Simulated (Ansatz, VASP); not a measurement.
**Two plane-wave programs on Co**

```
CELL_PARAMETERS angstrom
2.35851 0.00000 0.00000
0.00000 2.35851 0.00000
0.00000 0.00000 2.35851
ATOMIC_POSITIONS crystal
Co 0.00000 0.00000 0.00000
```

Alike in both runs: task single point; functional revPBE; k mesh 22 × 22 × 22; occupations fermi-dirac, width 0.05 eV; collinear spin.

|  | VASP | Ansatz |
| --- | --- | --- |
| version | VASP 6.6.1 | Ansatz 0.2.0 |
| potentials or method | VASP PAW PBE potentials, release 64 (Co), cutoff 520 eV | plane waves (420 eV) with PAW, scalar-relativistic |
| valence electrons in the cell | 9 | 17 |

|  | VASP | Ansatz | Ansatz less VASP |
| --- | --- | --- | --- |
| net moment per atom (μB) | 1.89 | 1.91 | +0.016 |
| size of the moment on the site where the two differ most (μB) | 1.90 | 1.93 | +0.029 |

VASP's potentials were made for PBE, not for revPBE. Site moments also hang on the region over which each program counts them. VASP's potentials hold 9 valence electrons a cell and Ansatz's 17, so a difference there can come from the potentials and not from the codes.
